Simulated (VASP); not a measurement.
# La2FeCo2C (Immm) in VASP: single point with r2SCAN

Aim: the single point of La2FeCo2C with r2SCAN.

Everything below comes from runs of VASP 6.6.1. Logs are shortened: lines on timing, memory, paths and dates and some standing lists are left out, and cuts for length are marked.

## Step 1: The cell of the first run

The structure is orthorhombic, space group Immm (No. 71). The conventional cell has a = 4.028 Å, b = 5.919 Å, c = 9.000 Å, α = 90.00°, β = 90.00°, γ = 90.00°. Within 3.5 Å of La (site symmetry mm2) lie 2 C at 2.66 Å and 6 Co at 3.02 to 3.18 Å and 4 Fe at 3.42 to 3.43 Å and 1 La at 3.48 Å. Co (site symmetry m2m) has 1 C at 1.75 Å within 2.3 Å. Fe (site symmetry mmm) has 4 Co at 2.35 Å within 3.1 Å. Within 2.3 Å of C (site symmetry mmm) lie 2 Co at 1.75 Å.

## Step 2: Single point, r2SCAN

The input, POSCAR:

```
La2FeCo2C
1.0
   -2.0138932618      2.9595858623      4.5002152548
    4.0277870272      0.0000000000     -0.0000002254
    2.0138932618      2.9595858623     -4.5002152548
La Co Fe C
2 2 1 1
Direct
    0.1931449243      0.6931449243      0.8068550757
    0.8068550757      0.3068550757      0.1931449243
    0.2954356402      0.0000000000      0.2954356402
    0.7045643598      0.0000000000      0.7045643598
    0.5000000000      0.5000000000      0.5000000000
    0.0000000000      0.0000000000      0.0000000000
```

The input, INCAR.step1:

```
PREC = Accurate
ENCUT = 520
ISMEAR = -1
SIGMA = 0.0199
LREAL = False
LASPH = True
NELM = 80
NBANDS = 35
GGA = PE
ALGO = Normal
EDIFF = 1E-4
LWAVE = True
LCHARG = False
```

The input, INCAR.step2:

```
PREC = Accurate
ENCUT = 520
EDIFF = 1E-6
ISMEAR = -1
SIGMA = 0.0199
LREAL = False
LASPH = True
NELM = 80
ALGO = Normal
ISIF = 2
LWAVE = False
LCHARG = True
METAGGA = R2SCAN
LMIXTAU = True
LELF = True
LVHAR = True
NBANDS = 35
ISTART = 1
```

The input, KPOINTS:

```
regular mesh
0
Gamma
  5 5 5
```

Potentials or basis: VASP PAW PBE potentials, release 64 (La, Co, Fe, C).

Launch:

```bash
$ cat potpaw_PBE.64/La/POTCAR potpaw_PBE.64/Co/POTCAR potpaw_PBE.64/Fe/POTCAR potpaw_PBE.64/C/POTCAR > POTCAR
$ cp INCAR.step1 INCAR
$ mpirun -np 1 vasp_std > vasp.out
$ cp INCAR.step2 INCAR
$ mpirun -np 1 vasp_std > vasp.out
```

OUTCAR:

```text
PREC = Accurate
   ENCUT = 520
   EDIFF = 1E-6
   ISMEAR = -1
   LREAL = False
   LASPH = True
   NELM = 80
   ISIF = 2
   METAGGA = R2SCAN
   ISTART = 1

 ion  position               nearest neighbor table
   1  0.193  0.693  0.807-   6 2.66   6 2.66   3 3.02   4 3.02   4 3.18   3 3.18   4 3.18   3 3.18
                             2 3.48
   2  0.807  0.307  0.193-   6 2.66   6 2.66   4 3.02   3 3.02   3 3.18   4 3.18   3 3.18   4 3.18
                             1 3.48
   3  0.295  0.000  0.295-   6 1.75   5 2.35   5 2.35   4 2.42   2 3.02   1 3.02   2 3.18   1 3.18
                             2 3.18   1 3.18
   4  0.705  0.000  0.705-   6 1.75   5 2.35   5 2.35   3 2.42   2 3.02   1 3.02   1 3.18   2 3.18
                             2 3.18   1 3.18
   5  0.500  0.500  0.500-   3 2.35   4 2.35   3 2.35   4 2.35
   6  0.000  0.000  0.000-   3 1.75   4 1.75   1 2.66   2 2.66   2 2.66   1 2.66

  LATTYP: Found a body centered orthorhombic cell.
 ALAT       =     4.0277870272
 B/A-ratio  =     1.4695840879
 C/A-ratio  =     2.2345844563

  Lattice vectors:

 A1 = (  -2.0138932618,   2.9595858623,   4.5002152548)
 A2 = (   2.0138937654,  -2.9595858623,   4.5002150294)
 A3 = (   2.0138932618,   2.9595858623,  -4.5002152548)

Analysis of symmetry for initial positions (statically):
=====================================================================
 Subroutine PRICEL returns:
 Original cell was already a primitive cell.

 Routine SETGRP: Setting up the symmetry group for a
 body centered orthorhombic supercell.

 Subroutine GETGRP returns: Found  8 space group operations
 (whereof  8 operations were pure point group operations)
 out of a pool of  8 trial point group operations.

The static configuration has the point symmetry D_2h.

Analysis of symmetry for dynamics (positions and initial velocities):
=====================================================================
 Subroutine PRICEL returns:
 Original cell was already a primitive cell.

 Routine SETGRP: Setting up the symmetry group for a
 body centered orthorhombic supercell.

 Subroutine GETGRP returns: Found  8 space group operations
 (whereof  8 operations were pure point group operations)
 out of a pool of  8 trial point group operations.

The dynamic configuration has the point symmetry D_2h.

 Subroutine INISYM returns: Found  8 space group operations
 (whereof  8 operations are pure point group operations),
 and found     1 'primitive' translations

----------------------------------------------------------------------------------------

                                     Primitive cell

  volume of cell :     107.2904

  direct lattice vectors                    reciprocal lattice vectors
    -2.013893262  2.959585862  4.500215255     0.000000006  0.168942556  0.111105799
     4.027787027  0.000000000 -0.000000225     0.248275298  0.000000000  0.111105785
     2.013893262  2.959585862 -4.500215255    -0.000000006  0.168942556 -0.111105799

  length of vectors
     5.750378412  4.027787027  5.750378412     0.202203081  0.272002057  0.202203081

  position of ions in fractional coordinates (direct lattice)
     0.193144924  0.693144924  0.806855076
     0.806855076  0.306855076  0.193144924
     0.295435640  0.000000000  0.295435640
     0.704564360  0.000000000  0.704564360
     0.500000000  0.500000000  0.500000000
     0.000000000  0.000000000  0.000000000

  ion indices of the primitive-cell ions
   primitive index   ion index
                 1           1
                 2           2
                 3           3
                 4           4
                 5           5
                 6           6

----------------------------------------------------------------------------------------

 KPOINTS: regular mesh

Automatic generation of k-mesh.
 Grid dimensions read from file:
 generate k-points for:    5    5    5

 Generating k-lattice:

  Cartesian coordinates                     Fractional coordinates (reciprocal lattice)
     0.000000001  0.033788511  0.022221160     0.200000000  0.000000000 -0.000000000
     0.049655060  0.000000000  0.022221157     0.000000000  0.200000000  0.000000000
    -0.000000001  0.033788511 -0.022221160    -0.000000000  0.000000000  0.200000000

  Length of vectors
     0.040440616  0.054400411  0.040440616

  Shift w.r.t. Gamma in fractional coordinates (k-lattice)
     0.000000000  0.000000000  0.000000000

 Subroutine IBZKPT returns following result:
 ===========================================

 Found     27 irreducible k-points:

 Following reciprocal coordinates:
            Coordinates               Weight
  0.000000  0.000000  0.000000      1.000000
  0.200000  0.000000 -0.000000      4.000000
  0.400000  0.000000 -0.000000      4.000000
  0.000000  0.200000  0.000000      4.000000
  0.200000  0.200000  0.000000      8.000000
  0.400000  0.200000 -0.000000      8.000000
[... 16 lines left out ...]
 -0.400000 -0.200000  0.200000      8.000000
 -0.200000 -0.200000  0.200000      4.000000
 [... further k-points ...]
   k-points           NKPTS =     27   k-points in BZ     NKDIM =     27   number of bands    NBANDS=     35
   number of dos      NEDOS =    301   number of ions     NIONS =      6
   total plane-waves  NPLWV =  69120
   dimension x,y,z NGX =    48 NGY =   30 NGZ =   48
   dimension x,y,z NGXF=    96 NGYF=   60 NGZF=   96
   ions per type =               2   2   1   1
   NGX,Y,Z   is equivalent  to a cutoff of  13.88, 12.38, 13.88 a.u.
   NGXF,Y,Z  is equivalent  to a cutoff of  27.75, 24.76, 27.75 a.u.
 SYSTEM =  unknown system
   PREC   = accura    normal or accurate (medium, high low for compatibility)
   ISTART =      1    job   : 0-new  1-cont  2-samecut
   ICHARG =      0    charge: 1-file 2-atom 10-const
   ISPIN  =      1    spin polarized calculation?
   LNONCOLLINEAR =      F non collinear calculations
   LSORBIT =      F    spin-orbit coupling
   LASPH  =      T    aspherical Exc in radial PAW
   ENCUT  =  520.0 eV  38.22 Ry    6.18 a.u.  10.69  7.49 10.69*2*pi/ulx,y,z
   NELM   =     80;   NELMIN=  2; NELMDL=  0     # of ELM steps
   EDIFF  = 0.1E-05   stopping-criterion for ELM
   LREAL  =      F    real-space projection
   EDIFFG = 0.1E-04   stopping-criterion for IOM
   NSW    =      0    number of steps for IOM
   IBRION =     -1    ionic relax: 0-MD 1-quasi-New 2-CG
   NFREE  =      0    steps in history (QN), initial steepest desc. (CG)
   ISIF   =      2    stress and relaxation
   ISYM   =      2    0-nonsym 1-usesym 2-fastsym
   POTIM  = 0.5000    time-step for ionic-motion
   TEBEG  =    0.0;   TEEND  =   0.0 temperature during run
   PSTRESS=    0.0 pullay stress
   NELECT =      52.0000    total number of electrons
   NUPDOWN=      -1.0000    fix difference up-down
   EMIN   =  10.00;   EMAX   =-10.00  energy-range for DOS
   EFERMI =   0.00;   METHOD = LEGACY
   ISMEAR =    -1;   SIGMA  =   0.02  broadening in eV -4-tet -1-fermi 0-gaus
   EFERMI_NEDOS =   21; number of points for ismear=-14 and -15
   IALGO  =     38    algorithm
   IMIX   =      4    mixing-type and parameters
     AMIX     =   0.40;   BMIX     =  1.00
     AMIX_MAG =   1.60;   BMIX_MAG =  1.00
  volume/ion in A,a.u.               =      17.88       120.67
  Fermi-wavevector in a.u.,A,eV,Ry     =   1.285945  2.430084 22.499334  1.653654
  Thomas-Fermi vector in A             =   2.418049
   LORBIT       =      0    0 simple, 1 ext, 2 COOP (PROOUT), +10 PAW based schemes
   METAGGA = R2SCAN    functional components
   LHFCALC =     F    Hartree Fock is set to
   AEXX    =    0.0000 exact exchange contribution
   IVDW    =     0    specifies the selected vdW correction
   LEPSILON=     F    determine dielectric tensor
   LRPA    =     F    only Hartree local field effects (RPA)
 non-spin polarized calculation
  energy-cutoff  :      520.00
  volume of cell :      107.29
 maximum number of plane-waves:      2907
 NGX is ok and might be reduce to    48
   NGX = 21   NGY = 15   NGZ = 21

 number of electron      51.9999998 magnetization

 Free energy of the ion-electron system (eV)
  ---------------------------------------------------
  ext. energy  EPLUGINS =         0.00000000
  ---------------------------------------------------
  free energy    TOTEN  =      -109.49746882 eV

  energy without entropy =     -109.48554707  energy(sigma->0) =     -109.49150794

 E-fermi :   8.6017     XC(G=0): -11.8794

 val. band max:        8.5982685287   @ k =   0.0000   0.4000   0.0000
 cond. band min:       8.6096271024   @ k =  -0.2000   0.4000   0.0000
 fundamental gap:      0.0113585737
 Fermi energy:         8.6017336361

 k-point     1 :       0.0000    0.0000    0.0000
  band No.  band energies     occupation
      1     -25.0899      2.00000
      2     -24.8555      2.00000
      3      -8.8711      2.00000
      4      -8.8333      2.00000
      5      -8.2814      2.00000
      6      -8.0960      2.00000
[... 27 lines left out ...]
     34      11.1098      0.00000
     35      11.1216      0.00000

 k-point     2 :       0.2000    0.0000   -0.0000
  band No.  band energies     occupation
      1     -25.0706      2.00000
      2     -24.8750      2.00000
      3      -8.9106      2.00000
      4      -8.7742      2.00000
      5      -8.2762      2.00000
      6      -8.1036      2.00000
[... 27 lines left out ...]
     34      10.9488      0.00000
     35      10.9630      0.00000

 k-point     3 :       0.4000    0.0000   -0.0000
  band No.  band energies     occupation
      1     -25.0262      2.00000
      2     -24.9197      2.00000
      3      -8.9700      2.00000
      4      -8.6304      2.00000
      5      -8.2874      2.00000
      6      -8.2672      2.00000
[... 27 lines left out ...]
     34      10.8761      0.00000
     35      10.9875      0.00000

 k-point     4 :       0.0000    0.2000    0.0000
  band No.  band energies     occupation
      1     -25.0583      2.00000
      2     -24.8633      2.00000
      3      -8.8304      2.00000
      4      -8.7480      2.00000
      5      -8.5020      2.00000
      6      -8.3417      2.00000
[... 27 lines left out ...]
     34      10.9722      0.00000
     35      11.1782      0.00000

 k-point     5 :       0.2000    0.2000    0.0000
  band No.  band energies     occupation
      1     -25.0340      2.00000
      2     -24.8875      2.00000
      3      -8.8886      2.00000
      4      -8.7752      2.00000
      5      -8.5189      2.00000
      6      -8.3061      2.00000
[... 638 lines left out ...]
 k-point    22 :       0.4000   -0.2000    0.2000
  band No.  band energies     occupation
      1     -24.9832      2.00000
      2     -24.9383      2.00000
      3      -8.9730      2.00000
      4      -8.8028      2.00000
      5      -8.4916      2.00000
      6      -8.2789      2.00000
[... 27 lines left out ...]
     34      10.4342      0.00000
     35      11.0571      0.00000

 k-point    23 :      -0.4000   -0.2000    0.2000
  band No.  band energies     occupation
      1     -24.9892      2.00000
      2     -24.9317      2.00000
      3      -9.0095      2.00000
      4      -8.8472      2.00000
      5      -8.4660      2.00000
      6      -8.2896      2.00000
[... 27 lines left out ...]
     34      11.0011      0.00000
     35      11.1204      0.00000

 k-point    24 :      -0.2000   -0.2000    0.2000
  band No.  band energies     occupation
      1     -25.0223      2.00000
      2     -24.8985      2.00000
      3      -8.9678      2.00000
      4      -8.8134      2.00000
      5      -8.5410      2.00000
      6      -8.2143      2.00000
[... 27 lines left out ...]
     34      11.0104      0.00000
     35      11.0675      0.00000

 [... further k-points ...]

------------------------ aborting loop because EDIFF is reached ----------------------------------------

  FORCE on cell =-STRESS in cart. coord.  units (eV):
  Direction    XX          YY          ZZ          XY          YZ          ZX
  --------------------------------------------------------------------------------------
  -------------------------------------------------------------------------------------
  Total       -0.1136628      0.3538434     -0.2670360      0.0000000      0.0000000     -0.0000000
  in kB       -1.6973370      5.2839777     -3.9876739      0.0000000      0.0000000     -0.0000001
  external PRESSURE =      -0.1336777 kB  Pullay stress =       0.0000000 kB

 VOLUME and BASIS-vectors are now :
 -----------------------------------------------------------------------------
  energy-cutoff  :      520.00
  volume of cell :      107.29
      direct lattice vectors                 reciprocal lattice vectors
    -2.013893262  2.959585862  4.500215255     0.000000006  0.168942556  0.111105799
     4.027787027  0.000000000 -0.000000225     0.248275298  0.000000000  0.111105785
     2.013893262  2.959585862 -4.500215255    -0.000000006  0.168942556 -0.111105799

 POSITION                                       TOTAL-FORCE (eV/Angst)
 -----------------------------------------------------------------------------------
      4.02779      2.95959     -2.76183         0.000000      0.000000      0.004589
      0.00000      2.95959      2.76183        -0.000000      0.000000     -0.004589
      0.00000      1.74873      0.00000        -0.000000      0.184137     -0.000000
      0.00000      4.17044      0.00000        -0.000000     -0.184137     -0.000000
      2.01389      2.95959     -0.00000         0.000000      0.000000     -0.000000
      0.00000      0.00000      0.00000        -0.000000      0.000000     -0.000000
 -----------------------------------------------------------------------------------
    total drift:                               -0.000000     -0.000000      0.000000

  FREE ENERGIE OF THE ION-ELECTRON SYSTEM (eV)
  ---------------------------------------------------
  free  energy   TOTEN  =      -109.4974688195 eV

  energy  without entropy=     -109.4855470654  energy(sigma->0) =     -109.49150794
```

Wall time 11 min (1 thread of Oxide Virtual Turin-like, shared host); peak memory 0.33 GiB.

Results:

| Item | Value |
| --- | --- |
| Free energy | -109.4975 eV |
| Pressure | 0.0 GPa |
| Largest force | 0.184 eV/Å |
| Band gap on the k mesh | zero (band 26 reaches 8.76 eV, above the bottom of band 27 at 8.48 eV) |

Forces on the atoms (eV/Å):
```
La   0.000  0.000  0.005
La   0.000  0.000 -0.005
Co   0.000  0.184  0.000
Co   0.000 -0.184  0.000
Fe   0.000  0.000  0.000
C    0.000  0.000  0.000
```

Caveat: the PAW data sets were made with another functional, which shifts forces and pressure a little; spin-orbit coupling is left out, which moves the levels of the heavy elements.
